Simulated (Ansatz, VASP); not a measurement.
## Two plane-wave programs on ZrB2

```
Zr B
1.0
     3.12716    0.00000    0.00000
    -1.56358    2.70820    0.00000
     0.00000    0.00000    3.48525
Zr B
1 2
Direct
  0.00000 0.00000 0.00000
  0.66667 0.33333 0.50000
  0.33333 0.66667 0.50000
```

Alike in both runs: task single point; functional revPBE; dispersion D3(BJ); k mesh 10 × 10 × 8; occupations fermi-dirac, width 0.05 eV; no spin polarisation.

|  | VASP | Ansatz |
| --- | --- | --- |
| version | VASP 6.6.1 | Ansatz 0.2.0 |
| potentials or method | VASP PAW PBE potentials, release 64 (Zr_sv, B) | Ansatz PAW |
| plane-wave cutoff (eV) | 520 | 420 |
| valence electrons in the cell | 18 | 18 |

|  | VASP | Ansatz | Ansatz less VASP |
| --- | --- | --- | --- |
| gap on the k mesh at the Fermi level (eV) | none | none | - |
| pressure (GPa) | 1.6 | 1.5 | -0.10 |
| traceless stress, the component that is largest in VASP (GPa) | 0.62 | 0.56 | -0.056 |

VASP's potentials were made for PBE, not for revPBE. A gap of «none» marks a metal or a gap that the smearing closes.
